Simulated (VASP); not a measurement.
# C (Cmmm) in VASP: notebook, part 2 of 2

VASP 6.6.1. Earlier steps stand in the parts before.

### Step 3. Single point, PBE

This run uses another cell than the first one, of 6.17 Å³/atom, 1.130 times its volume.

Contents of INCAR:

```
PREC = Accurate
ENCUT = 520
EDIFF = 1E-6
ISMEAR = 0
SIGMA = 0.1
LREAL = False
LASPH = True
NELM = 80
ALGO = Normal
ISIF = 2
LWAVE = False
LCHARG = False
GGA = PE
NBANDS = 13
```

Contents of KPOINTS:

```
regular mesh
0
Gamma
  8 8 8
```

Contents of POSCAR:

```
C
1.0
    1.2371465001     -3.0351767337      0.0000000000
    1.2371465001      3.0351767337      0.0000000000
    0.0000000000      0.0000000000      2.4635143776
C
3
Direct
    0.6813114277      0.3186885723      0.5000000000
    0.3186885723      0.6813114277      0.5000000000
    0.5000000000      0.5000000000      0.0000000000
```

Potentials or basis: VASP PAW PBE potentials, release 64 (C).

On the command line:

```bash
$ cat potpaw_PBE.64/C/POTCAR > POTCAR
$ mpirun -np 1 vasp_std > vasp.out
```

OUTCAR:

```text
PREC = Accurate
   ENCUT = 520
   EDIFF = 1E-6
   ISMEAR = 0
   LREAL = False
   LASPH = True
   NELM = 80
   ISIF = 2
   GGA = PE

 ion  position               nearest neighbor table
   1  0.681  0.319  0.500-   2 1.49   2 1.49   3 1.65   3 1.65
   2  0.319  0.681  0.500-   1 1.49   1 1.49   3 1.65   3 1.65
   3  0.500  0.500  0.000-   1 1.65   2 1.65   1 1.65   2 1.65

  LATTYP: Found a base centered orthorhombic cell.
 ALAT       =     2.4742930002
 B/A-ratio  =     2.4533688884
 C/A-ratio  =     0.9956437566

  Lattice vectors:

 A1 = (   1.2371465001,  -3.0351767337,   0.0000000000)
 A2 = (   1.2371465001,   3.0351767337,   0.0000000000)
 A3 = (   0.0000000000,   0.0000000000,   2.4635143776)

Analysis of symmetry for initial positions (statically):
=====================================================================
 Subroutine PRICEL returns:
 Original cell was already a primitive cell.

 Routine SETGRP: Setting up the symmetry group for a
 base centered orthorhombic supercell.

 Subroutine GETGRP returns: Found  8 space group operations
 (whereof  8 operations were pure point group operations)
[... 182 lines left out ...]
      8      14.8123      0.00000
      9      15.6321      0.00000
     10      16.6607      0.00000
     11      20.9388      0.00000
     12      21.6704      0.00000
     13      22.9319      0.00000
[... 354 lines left out ...]
  band No.  band energies     occupation
      1     -10.5429      2.00000
      2      -2.2204      2.00000
      3       0.7062      2.00000
      4       2.3725      2.00000
      5       3.5646      2.00000
      6       7.6111      2.00000
      7      11.7228      0.00000
      8      16.5448      0.00000
      9      18.0750      0.00000
     10      19.9803      0.00000
     11      20.4277      0.00000
     12      22.3532      0.00000
     13      27.0847      0.00000

 [... further k-points ...]

------------------------ aborting loop because EDIFF is reached ----------------------------------------

  FORCE on cell =-STRESS in cart. coord.  units (eV):
  Direction    XX          YY          ZZ          XY          YZ          ZX
  --------------------------------------------------------------------------------------
  -------------------------------------------------------------------------------------
  Total        0.0650303      0.0529287      0.0177284      0.0000000      0.0000000      0.0000000
  in kB        5.6316546      4.5836536      1.5352872      0.0000000      0.0000000      0.0000000
  external PRESSURE =       3.9168651 kB  Pullay stress =       0.0000000 kB

 VOLUME and BASIS-vectors are now :
 -----------------------------------------------------------------------------
  energy-cutoff  :      520.00
  volume of cell :       18.50
      direct lattice vectors                 reciprocal lattice vectors
     1.237146500 -3.035176734  0.000000000     0.404155854 -0.164735053  0.000000000
     1.237146500  3.035176734  0.000000000     0.404155854  0.164735053  0.000000000
     0.000000000  0.000000000  2.463514378     0.000000000  0.000000000  0.405924158

 POSITION                                       TOTAL-FORCE (eV/Angst)
 -----------------------------------------------------------------------------------
      1.23715     -1.10062      1.23176         0.000000      0.023489      0.000000
      1.23715      1.10062      1.23176         0.000000     -0.023489      0.000000
      1.23715      0.00000      0.00000         0.000000      0.000000      0.000000
 -----------------------------------------------------------------------------------
    total drift:                               -0.000000     -0.000000     -0.000000

  FREE ENERGIE OF THE ION-ELECTRON SYSTEM (eV)
  ---------------------------------------------------
  free  energy   TOTEN  =       -22.8001633944 eV

  energy  without entropy=      -22.7977967128  energy(sigma->0) =      -22.79898005
```

OSZICAR:

```text
N       E                     dE             d eps       ncg     rms          rms(c)
DAV:   1     0.131108890467E+02    0.13111E+02   -0.65556E+03  2738   0.883E+02
DAV:   2    -0.222270523257E+02   -0.35338E+02   -0.33317E+02  3466   0.162E+02
DAV:   3    -0.233568442024E+02   -0.11298E+01   -0.11194E+01  3470   0.238E+01
DAV:   4    -0.233610472035E+02   -0.42030E-02   -0.42016E-02  3123   0.173E+00
DAV:   5    -0.233610628737E+02   -0.15670E-04   -0.15669E-04  3380   0.961E-02    0.565E+00
DAV:   6    -0.229237734569E+02    0.43729E+00   -0.48281E-01  3080   0.434E+00    0.329E+00
DAV:   7    -0.228048496166E+02    0.11892E+00   -0.20244E-01  3260   0.301E+00    0.135E+00
DAV:   8    -0.227997680378E+02    0.50816E-02   -0.27789E-02  3210   0.118E+00    0.457E-01
DAV:   9    -0.228001971624E+02   -0.42912E-03   -0.21278E-03  3105   0.337E-01    0.599E-02
DAV:  10    -0.228001538853E+02    0.43277E-04   -0.28565E-04  3409   0.116E-01    0.257E-02
DAV:  11    -0.228001639626E+02   -0.10077E-04   -0.41358E-05  3347   0.476E-02    0.753E-03
DAV:  12    -0.228001633944E+02    0.56818E-06   -0.86356E-06  3230   0.193E-02
   1 F= -.22800163E+02 E0= -.22798980E+02  d E =-.236668E-02
```

It took 8.4 s on 1 thread of Intel Xeon Platinum 8488C (Sapphire Rapids), shared host; peak memory 0.13 GiB.

Results:

```yaml
Free_energy: -22.8002 eV
Pressure: 0.4 GPa
Largest_force: 0.023 eV/Å
Band_gap_on_the_k_mesh: zero (band 6 reaches 12.27 eV, above the bottom of band 7 at 7.42 eV)
```

Forces on the atoms (eV/Å):
```
C    0.000  0.023  0.000
C    0.000 -0.023  0.000
C    0.000  0.000  0.000
```

### Step 4. Relaxation of cell and atoms, PBE

Contents of INCAR:

```
PREC = Accurate
ENCUT = 600
EDIFF = 1E-6
ISMEAR = 0
SIGMA = 0.1
LREAL = False
LASPH = True
NELM = 100
ALGO = Normal
ISIF = 3
LWAVE = False
LCHARG = False
GGA = PE
IBRION = 2
NSW = 90
EDIFFG = -0.04
```

KPOINTS is that of step 3.

Contents of POSCAR:

```
C
1.0
    1.2600109800     -2.9112741200      0.0000000000
    1.2600109800      2.9112741200      0.0000000000
    0.0000000000      0.0000000000      2.2325406700
C
3
Direct
    0.6780484600      0.3219515400      0.5000000000
    0.3219515400      0.6780484600      0.5000000000
    0.5000000000      0.5000000000      0.0000000000
```

On the command line:

```bash
$ cat potpaw_PBE.64/C/POTCAR > POTCAR
$ mpirun -np 1 vasp_std > vasp.out
```

Wall time 48 s (1 thread of Intel Xeon Platinum 8488C (Sapphire Rapids), shared host); peak memory 0.14 GiB.

It converged, with:

| Item | Value |
| --- | --- |
| Free energy | -22.7998 eV |
| Relaxed volume | 6.16 Å³/atom |
| Relaxed cell | a = 3.278 Å, b = 3.278 Å, c = 2.462 Å, α = 90.00°, β = 90.00°, γ = 135.67° |
| Space group after relaxing (to 0.05 Å) | Cmmm (No. 65) |
| Energy gained by relaxing | 232.2 meV/atom |
| Ionic steps | 7 |
| Pressure after relaxing | 0.3 GPa |
| Largest force after relaxing | 0.007 eV/Å |
| Band gap on the k mesh | zero (band 6 reaches 12.26 eV, above the bottom of band 7 at 7.42 eV) |

Forces on the atoms (eV/Å):
```
C    0.000  0.007  0.000
C    0.000 -0.007  0.000
C    0.000  0.000  0.000
```

Stress tensor (GPa, compression positive):
```
 0.35  0.00  0.00
 0.00 -0.01  0.00
 0.00  0.00  0.49
```

The path:
| step | energy change (eV) | largest force (eV/Å) | pressure (GPa) | volume (Å³) |
| --- | --- | --- | --- | --- |
| 1 | 0.0000 | 0.7696 | 60.02 | 16.38 |
| 2 | -0.2367 | 0.3159 | -36.46 | 21.55 |
| 3 | -0.6751 | 0.0502 | -6.93 | 18.92 |
| 4 | -0.6751 | 0.0399 | -6.00 | 18.87 |
| 5 | -0.6885 | 0.0288 | 3.10 | 18.35 |
| 6 | -0.6963 | 0.0150 | -0.53 | 18.54 |
| 7 | -0.6967 | 0.0075 | 0.28 | 18.49 |

Final structure:
```cif
data_structure
_symmetry_space_group_name_H-M 'P 1'
_symmetry_Int_Tables_number 1
_cell_length_a 3.2784
_cell_length_b 3.2784
_cell_length_c 2.4623
_cell_angle_alpha 90.000
_cell_angle_beta 90.000
_cell_angle_gamma 135.670
_cell_volume 18.49
loop_
_atom_site_label
_atom_site_type_symbol
_atom_site_fract_x
_atom_site_fract_y
_atom_site_fract_z
_atom_site_occupancy
C1 C 0.68126 0.31874 0.50000 1
C2 C 0.31874 0.68126 0.50000 1
C3 C 0.50000 0.50000 0.00000 1
```

Levels at points of the mesh, in eV from the Fermi level:
```tsv
k point	band 4	band 5	band 6	band 7	band 8	band 9
(0.00, 0.00, 0.00)	-5.53	-4.66	0.59	5.27	5.46	6.27
(0.50, 0.00, 0.00)	-7.52	-3.09	-1.44	1.93	7.50	9.46
(0.50, 0.50, 0.00)	-2.42	-2.04	-1.99	4.26	4.43	6.29
(0.00, 0.00, 0.50)	-5.34	-3.86	-3.84	0.70	3.23	8.61
(0.50, 0.00, 0.50)	-8.91	-8.02	-3.16	-1.38	2.88	8.43
(0.50, 0.50, 0.50)	-11.66	-4.35	2.77	3.68	7.88	8.32
```

### Step 5. The runs side by side

| task | cell | cutoff (eV) | gap on the mesh (eV) | pressure (GPa) | largest force (eV/Å) |
| --- | --- | --- | --- | --- | --- |
| single point | a = 3.172, b = 3.172, c = 2.233 Å, angles 90.0, 90.0, 133.2°, 3 atoms | 520 | none | 60.7 | 0.77 |
| single point | a = 3.278, b = 3.278, c = 2.464 Å, angles 90.0, 90.0, 135.6°, 3 atoms | 520 | none | 0.4 | 0.02 |
| relaxation of cell and atoms | relaxed from a = 3.172, b = 3.172, c = 2.233 Å, angles 90.0, 90.0, 133.2°, 3 atoms | 600 | none | 0.3 | 0.01 |

Alike in all rows: level PBE; potentials or basis VASP PAW PBE potentials, release 64 (C); no spin polarisation; k mesh 8 × 8 × 8; smearing gaussian 0.1 eV.

Total energies depend on the potentials used, so only differences within one code and one set of settings carry meaning.
